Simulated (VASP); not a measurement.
## Li: single point with LDA

Crystal: Li.

```
CELL_PARAMETERS angstrom
7.20531 0.00000 0.00000
0.00000 7.20531 0.00000
0.00000 0.00000 7.20531
ATOMIC_POSITIONS crystal
Li 0.19043 0.93445 0.07461
Li 0.57372 0.02347 0.04272
Li 0.12659 0.52828 0.86502
Li 0.14371 0.90091 0.48781
Li 0.34028 0.40599 0.19387
Li 0.58404 0.48439 0.93820
Li 0.56576 0.09172 0.48242
Li 0.91881 0.27975 0.18628
Li 0.13100 0.54836 0.48227
Li 0.50965 0.68573 0.28639
Li 0.28637 0.18042 0.74483
Li 0.52840 0.48012 0.56438
Li 0.90279 0.64483 0.20989
Li 0.88640 0.28322 0.62731
Li 0.41889 0.80202 0.79972
Li 0.79715 0.70580 0.67851
```

| Property | Result |
| --- | --- |
| Program | VASP 6.6.1 |
| Task | single point |
| Functional | LDA |
| Potentials or basis | VASP PAW LDA potentials, release 64 (Li_sv) |
| Cutoff | 520 eV |
| k mesh | 3 × 3 × 3 |
| Occupations | fermi-dirac, width 0.1 eV |
| Spin | no spin polarisation |
| Dipole correction | no |
| Further INCAR settings | LREAL = Auto; ALGO = Normal; EDIFF = 1e-07; NBANDS = 38 |

```
Largest force          : 0.863 eV/Å
Band gap on the k mesh : zero (band 24 reaches 0.50 eV, above the bottom of band 25 at 0.04 eV)
```

Forces in eV/Å, atoms in the order of the input:
```
Li  -0.237 -0.039  0.092
Li   0.399  0.274 -0.001
Li   0.002  0.131  0.257
Li   0.003  0.365 -0.019
Li  -0.446 -0.738 -0.040
Li   0.374 -0.265  0.023
Li  -0.007 -0.277 -0.232
Li  -0.073 -0.301  0.034
Li   0.236 -0.355  0.055
Li   0.049  0.813 -0.100
Li   0.008  0.223  0.188
Li  -0.149 -0.313  0.054
Li  -0.264  0.399 -0.117
Li  -0.039 -0.134  0.195
Li  -0.142 -0.220 -0.418
Li   0.285  0.435  0.030
```

Levels at points of the mesh, in eV from the Fermi level:
```tsv
k point	band 22	band 23	band 24	band 25	band 26	band 27
(0.00, 0.00, 0.00)	-1.04	-0.91	0.30	0.38	0.48	0.55
```

It took 3.5 min on 1 thread of Intel(R) Xeon(R) Platinum 8559C (Emerald Rapids), on a shared host, peak memory 0.34 GiB.
